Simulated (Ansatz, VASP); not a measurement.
## Two plane-wave programs on Ti3Al5

The input POSCAR:

```
Ti3Al5
1.0
    3.8953831800      0.0000000000      0.0000000000
    0.0000000000      3.8953831800      0.0000000000
    0.0000000000      0.0000000000      8.3260242100
Ti Al
3 5
Direct
    0.0000000000      0.0000000000      0.5000000000
    0.5000000000      0.5000000000      0.0000000000
    0.5000000000      0.5000000000      0.5000000000
    0.0000000000      0.5000000000      0.2504879700
    0.0000000000      0.5000000000      0.7495120300
    0.5000000000      0.0000000000      0.2504879700
    0.5000000000      0.0000000000      0.7495120300
    0.0000000000      0.0000000000      0.0000000000
```

File INCAR.step1:

```
SYSTEM = Ti3Al5
ALGO     = Normal         ! electronic algorithm
EDIFF    = 1E-4           ! SCF threshold, eV
ENCUT    = 520            ! plane-wave cutoff, eV
GGA      = PE             ! functional
ISMEAR   = 0              ! smearing method
LASPH    = .True.         ! aspherical terms in the spheres
LCHARG   = .False.        ! write CHGCAR
LREAL    = .False.        ! projectors in reciprocal space
LWAVE    = .True.         ! write WAVECAR
NBANDS   = 36             ! bands
NELM     = 80             ! most SCF steps
PREC     = Accurate       ! precision mode
SIGMA    = 0.05           ! smearing width, eV
```

File INCAR.step2:

```
SYSTEM = Ti3Al5
ALGO     = Normal         ! electronic algorithm
EDIFF    = 1E-6           ! SCF threshold, eV
ENCUT    = 520            ! plane-wave cutoff, eV
ISIF     = 2              ! what is computed and relaxed
ISMEAR   = 0              ! smearing method
ISTART   = 1            
LASPH    = .True.         ! aspherical terms in the spheres
LCHARG   = .False.        ! write CHGCAR
LMIXTAU  = .True.       
LREAL    = .False.        ! projectors in reciprocal space
LWAVE    = .False.        ! write WAVECAR
METAGGA  = R2SCAN         ! meta-GGA
NBANDS   = 36             ! bands
NELM     = 80             ! most SCF steps
PREC     = Accurate       ! precision mode
SIGMA    = 0.05           ! smearing width, eV
```

The input KPOINTS:

```
k-points
0
Gamma
  10 10 4
  0 0 0
```

Input for Ansatz:

```yaml
crystal:
  lattice:
    - [3.89538318, 0.0, 0.0]
    - [0.0, 3.89538318, 0.0]
    - [0.0, 0.0, 8.32602421]
  atoms:
    - { symbol: Ti, position: [0.0, 0.0, 0.5] }
    - { symbol: Ti, position: [0.5, 0.5, 0.0] }
    - { symbol: Ti, position: [0.5, 0.5, 0.5] }
    - { symbol: Al, position: [0.0, 0.5, 0.25048797] }
    - { symbol: Al, position: [0.0, 0.5, 0.74951203] }
    - { symbol: Al, position: [0.5, 0.0, 0.25048797] }
    - { symbol: Al, position: [0.5, 0.0, 0.74951203] }
    - { symbol: Al, position: [0.0, 0.0, 0.0] }
basis:
  ecutwfc: 500
  fft_grid_basis: typed
kpoints:
  mp_grid: { grid: [10, 10, 4] }
hamiltonian:
  xc: r2scan
  pseudopotentials: { kind: paw }
scf:
  occupations: { method: gaussian, width: 0.05 }
output:
  forces: true
  stress: true
  eigenvalues: true
  bader: true
  write_density: true
  volumetric_format: npy
```

Alike in both runs: task single point; functional r2SCAN; k mesh 10 × 10 × 4; occupations gaussian, width 0.05 eV; no spin polarisation.

|  | VASP | Ansatz |
| --- | --- | --- |
| version | VASP 6.6.1 | Ansatz 0.2.0 |
| potentials or method | VASP PAW PBE potentials, release 64 (Ti_sv, Al), cutoff 520 eV | scalar-relativistic, plane waves, PAW |
| valence electrons in the cell | 51 | 51 |

```tsv
	VASP	Ansatz	Ansatz less VASP
gap on the k mesh at the Fermi level (eV)	none	none	-
pressure (GPa)	0.1	0.1	-0.02
rms of the force components (eV/Å)	0.017	0.022	+0.0053
```

VASP's potentials were made for PBE, not for r2SCAN. Atom by atom the forces differ by 0.005 eV/Å (rms over components). A gap of «none» marks a metal or a gap that the smearing closes. The functional is the same, so the differences come from potentials, cutoffs and numerics.
